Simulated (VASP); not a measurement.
Wanted: the native input for a VASP 6.6.1 run.

- Task: relaxation of the atoms
- Functional: PBE
- Potentials or basis: VASP PAW PBE potentials, release 64 (Cd, S)
- Cutoff: 450 eV
- k mesh: 4 × 4 × 1
- Occupations: fermi-dirac, width 0.1 eV
- Spin: no spin polarisation
- Dipole correction: yes
- Atoms held fixed (from 0): [0, 2]
- Further INCAR settings: ALGO = Normal; EDIFF = 1e-07; NELMDL = -8; IBRION = 2; EDIFFG = -0.03; NSW = 50

The structure of CdS lies in POSCAR:

```
CdS
1.0
    4.1245538547      0.0000000000      0.0000000000
    2.0622769273      3.5719684174      0.0000000000
    0.0000000000      0.0000000000     18.2096051502
Cd S
2 2
Selective dynamics
Direct
    0.0000000000      0.0000000000      0.3844125088  F F F
    0.3333333333      0.3333333333      0.5693524947  T T T
    0.3333333333      0.3333333333      0.4306475053  F F F
    0.6666666667      0.6666666667      0.6155874912  T T T
```

One way to write it, as run:

INCAR

```
PREC     = Accurate       # precision mode
ENCUT    = 450            # plane-wave cutoff, eV
EDIFF    = 1E-7           # SCF threshold, eV
ISMEAR   = -1             # smearing method
SIGMA    = 0.1            # smearing width, eV
LREAL    = F              # projectors in reciprocal space
LASPH    = T              # aspherical terms in the spheres
NELM     = 120            # most SCF steps
ALGO     = Normal         # electronic algorithm
ISIF     = 2              # what is computed and relaxed
LWAVE    = F              # write WAVECAR
LCHARG   = F              # write CHGCAR
LDIPOL   = T            
IDIPOL   = 3            
DIPOL    = 0.5 0.5 0.500
GGA      = PE             # functional
IBRION   = 2              # ionic algorithm
NSW      = 50             # ionic steps
EDIFFG   = -0.03          # ionic threshold
GGA_COMPAT= F            
NELMIN   = 4            
NELMDL   = -8
```

KPOINTS

```
regular mesh
0
Gamma
  4 4 1
```

Potentials or basis: VASP PAW PBE potentials, release 64 (Cd, S).

Run with:

```bash
$ cat potpaw_PBE.64/Cd/POTCAR potpaw_PBE.64/S/POTCAR > POTCAR
$ mpirun -np 1 vasp_std > vasp.out
```

Results of the run:

The energy gained by relaxing is 44.6 meV/atom. The ionic steps are 12 and the band gap on the k mesh is 0.21 eV.

Caveat: the k points lie up to 0.44 Å⁻¹ apart.

It took 3.3 min on 1 thread of Intel(R) Xeon(R) 6975P-C (Granite Rapids), with other jobs on the host, peak memory 0.33 GiB.
